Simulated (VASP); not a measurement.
NaBeF3: single point with PBE

Crystal: NaBeF3.

```xyz
10
Lattice="2.9139 0.0000 0.0000 0.0000 5.2412 0.0000 0.0000 0.0000 9.7544" Properties=species:S:1:pos:R:3 pbc="T T T"
Na    0.0000    0.9237    8.8287
Na    0.0000    4.3175    3.9514
Be    1.4570    1.6714    2.1332
Be    1.4570    3.5698    7.0104
F     0.0000    2.4612    2.5194
F     0.0000    2.7800    7.3966
F     1.4570    0.4033    2.9656
F     1.4570    4.8379    7.8428
F     1.4570    1.5007    0.6286
F     1.4570    3.7405    5.5058
```

```
Program                 : VASP 6.6.1
Task                    : single point
Functional              : PBE
Potentials or basis     : VASP PAW PBE potentials, release 64 (Na_pv, Be, F)
Cutoff                  : 520 eV
k mesh                  : 8 × 4 × 4
Occupations             : gaussian, width 0.02 eV
Spin                    : no spin polarisation
Dipole correction       : no
k mesh for the DOS      : 12 × 6 × 6
Occupations for the DOS : tetrahedron
Further INCAR settings  : ALGO = Normal; EDIFF = 1e-07; NBANDS = 41
```

* Valence electrons inside the program's atomic spheres: Na 6.04; Be 1.15; F 6.14, 6.16 (each value once)

Levels at points of the mesh, in eV from the valence-band top:
| k point | band 26 | band 27 | band 28 | band 29 | band 30 | band 31 | band 32 | band 33 | band 34 | band 35 |
| --- | --- | --- | --- | --- | --- | --- | --- | --- | --- | --- |
| (0.00, 0.00, 0.00) | -0.14 | -0.11 | -0.09 | -0.02 | 0.00 | 6.71 | 8.40 | 8.64 | 10.77 | 11.72 |
| (0.50, 0.00, 0.00) | -0.61 | -0.56 | -0.54 | -0.21 | -0.15 | 11.11 | 11.63 | 11.64 | 11.95 | 12.41 |
| (0.00, 0.50, 0.00) | -0.17 | -0.14 | -0.13 | -0.03 | 0.00 | 8.26 | 8.48 | 9.35 | 9.83 | 10.51 |
| (0.50, 0.50, 0.00) | -0.57 | -0.55 | -0.45 | -0.25 | -0.09 | 11.80 | 11.92 | 11.93 | 12.20 | 12.36 |
| (0.00, 0.00, 0.50) | -0.15 | -0.13 | -0.13 | -0.01 | -0.01 | 7.23 | 7.23 | 10.02 | 10.02 | 11.79 |
| (0.50, 0.00, 0.50) | -0.65 | -0.55 | -0.55 | -0.17 | -0.17 | 11.30 | 11.30 | 11.76 | 11.76 | 13.09 |
| (0.00, 0.50, 0.50) | -0.20 | -0.13 | -0.13 | -0.01 | -0.01 | 8.56 | 8.56 | 9.02 | 9.02 | 11.50 |
| (0.50, 0.50, 0.50) | -0.62 | -0.50 | -0.50 | -0.16 | -0.16 | 11.89 | 11.89 | 11.99 | 11.99 | 12.77 |

It took 16 min on 1 thread of Intel Xeon 8259CL, on a shared host, peak memory 0.62 GiB.
